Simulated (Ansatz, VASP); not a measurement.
## Pt in VASP and in Ansatz

The input INCAR:

```
SYSTEM = Pt
PREC = Accurate
ENCUT = 500
EDIFF = 1E-6
ISMEAR = 0
SIGMA = 0.15
LREAL = .FALSE.
LASPH = .TRUE.
NELM = 120
ALGO = Normal
ISIF = 2
LWAVE = .FALSE.
LCHARG = .FALSE.
NBANDS = 25
GGA_COMPAT = .FALSE.
```

KPOINTS

```
Automatic mesh
0
G
  21 21 10
  0 0 0
```

POSCAR

```
Pt
1.0
    2.7054523035      0.0000000000      0.0000000000
   -1.3527261517      2.4386226857      0.0000000000
    0.0000000000      0.0000000000      4.7921340000
Pt
2
Direct
    0.6666666667      0.3333333333      0.7500000000
    0.3333333333      0.6666666667      0.2500000000
```

Input for Ansatz:

```yaml
crystal:
  lattice:
    - [2.7054523035, 0.0, 0.0]
    - [-1.3527261517, 2.4386226857, 0.0]
    - [0.0, 0.0, 4.792134]
  atoms:
    - { symbol: Pt, position: [0.6666666667, 0.3333333333, 0.75] }
    - { symbol: Pt, position: [0.3333333333, 0.6666666667, 0.25] }
basis:
  ecutwfc: 420
kpoints:
  mp_grid: { grid: [21, 21, 10] }
hamiltonian:
  xc: lda
scf:
  occupations: { method: gaussian, width: 0.15 }
output:
  forces: true
  stress: true
  eigenvalues: true
```

Change from the starting cell: strain -0.0200 x Voigt [1, -1, 0, 0, 0, 0], atoms carried along.

Alike in both runs: task single point; functional LDA; k mesh 21 × 21 × 10; occupations gaussian, width 0.15 eV; no spin polarisation.

|  | VASP | Ansatz |
| --- | --- | --- |
| version | VASP 6.6.1 | Ansatz 0.2.0 |
| potentials or method | VASP PAW LDA potentials, release 64 (Pt_sv_GW), cutoff 500 eV | scalar-relativistic, plane waves, PAW |
| valence electrons in the cell | 36 | 36 |

```tsv
	VASP	Ansatz	Ansatz less VASP
gap on the k mesh at the Fermi level (eV)	none	none	-
pressure (GPa)	-17.7	-15.3	+2.39
traceless stress, the component that is largest in VASP (GPa)	4.65	4.51	-0.139
```

LDA's correlation is that of Perdew and Zunger in VASP and of Perdew and Wang (1992) in Ansatz. A gap of «none» marks a metal or a gap that the smearing closes.

Neither program's run includes spin-orbit coupling.
